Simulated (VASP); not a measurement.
The system is Cd3Cl2.

```
CELL_PARAMETERS angstrom
3.90320 0.00000 0.00000
0.00000 3.90320 0.00000
0.00000 0.00000 18.37067
ATOMIC_POSITIONS crystal
Cd 0.50000 0.50000 0.11468
Cd 0.50000 0.50000 0.30384
Cd 0.50000 0.50000 0.50000
Cd 0.50000 0.50000 0.69616
Cd 0.50000 0.50000 0.88532
Cd 0.00000 0.00000 0.00000
Cl 0.00000 0.00000 0.20719
Cl 0.00000 0.00000 0.40208
Cl 0.00000 0.00000 0.59792
Cl 0.00000 0.00000 0.79281
```

The cell was built from a structure type or drawn by symmetry, and may not be a known phase.

| Item | Value |
| --- | --- |
| Program | VASP 6.6.1 |
| Task | relaxation of cell and atoms |
| Functional | PBE |
| Potentials or basis | VASP PAW PBE potentials, release 64 (Cd, Cl) |
| Cutoff | 600 eV |
| k mesh | 4 × 4 × 1 |
| Occupations | gaussian, width 0.2 eV |
| Spin | no spin polarisation |

At the start: pressure -2.6 GPa; volume 27.99 Å³/atom.

**Question.** Where does the relaxation end?

**Answer.** Over 30 steps the energy falls by 170.8 meV/atom and the volume is 27.20 Å³/atom (-2.8 %); space group P4/mmm (No. 123, to 0.1 Å) before and after.

Step by step:
| step | energy change (eV) | largest force (eV/Å) | pressure (GPa) | volume (Å³) |
| --- | --- | --- | --- | --- |
| 1 | 0.0000 | 0.1256 | -2.61 | 279.88 |
| 2 | -0.2593 | 0.1315 | -1.43 | 261.78 |
| 3 | -0.3553 | 0.2152 | 0.09 | 246.38 |
| 4 | -0.3567 | 0.2366 | 0.33 | 244.37 |
| 5 | -0.4134 | 0.2516 | 0.33 | 243.45 |
| 6 | -0.5546 | 0.2351 | 0.39 | 240.25 |
| 7 | -0.5507 | 0.2630 | 0.96 | 231.95 |
| 8 | -0.5988 | 0.1620 | 0.50 | 235.94 |
| 9 | -0.6013 | 0.1691 | 0.45 | 236.77 |
| 10 | -0.6206 | 0.2113 | -0.35 | 242.53 |
| 11 | -0.6209 | 0.2173 | -0.43 | 243.27 |
| 12 | -0.6403 | 0.2734 | -0.48 | 243.55 |
| 13 | -0.7170 | 0.4950 | -0.61 | 244.39 |
| 14 | -0.9188 | 0.6549 | -0.78 | 246.08 |
| 15 | -1.1743 | 0.6338 | -0.29 | 249.47 |
| 16 | -1.1825 | 0.6448 | -0.25 | 249.52 |
| 17 | -1.2012 | 0.6768 | -0.08 | 249.68 |
| 18 | -1.2088 | 0.7398 | 0.33 | 249.98 |
| 19 | -1.2403 | 0.7325 | 0.32 | 250.31 |
| 20 | -1.3267 | 0.7062 | 0.31 | 251.24 |
| 21 | -1.4644 | 0.6397 | 0.39 | 252.93 |
| 22 | -1.6005 | 0.4439 | 1.09 | 255.65 |
| 23 | -1.6025 | 0.3726 | 1.42 | 256.30 |
| 24 | -1.6620 | 0.3580 | 0.37 | 263.99 |
| 25 | -1.6713 | 0.3590 | -0.19 | 268.69 |
| 26 | -1.6842 | 0.2801 | -0.13 | 268.94 |
| 27 | -1.7011 | 0.1129 | 0.04 | 269.58 |
| 28 | -1.7014 | 0.1332 | 0.07 | 269.68 |
| 29 | -1.7046 | 0.1116 | -0.03 | 270.43 |
| 30 | -1.7082 | 0.0699 | -0.20 | 271.97 |

Final structure:
```yaml
crystal:
  lattice:
    - [3.40872, 0.00000, 0.00000]
    - [0.00000, 3.40872, 0.00000]
    - [0.00000, 0.00000, 23.40628]
  atoms:
    - { symbol: Cd, position: [0.50000, 0.50000, 0.09412] }
    - { symbol: Cd, position: [0.50000, 0.50000, 0.28871] }
    - { symbol: Cd, position: [0.50000, 0.50000, 0.50000] }
    - { symbol: Cd, position: [0.50000, 0.50000, 0.71129] }
    - { symbol: Cd, position: [0.50000, 0.50000, 0.90588] }
    - { symbol: Cd, position: [0.00000, 0.00000, 0.00000] }
    - { symbol: Cl, position: [0.00000, 0.00000, 0.16176] }
    - { symbol: Cl, position: [0.00000, 0.00000, 0.43222] }
    - { symbol: Cl, position: [0.00000, 0.00000, 0.56778] }
    - { symbol: Cl, position: [0.00000, 0.00000, 0.83824] }
```

Caveat: the k points lie up to 0.46 Å⁻¹ apart in the final cell; a cell axis changed by over 15 % at a fixed basis, so the end point is rough; the relaxation stopped at a loose force limit of 0.08 eV/Å, so its end isn't a converged minimum.
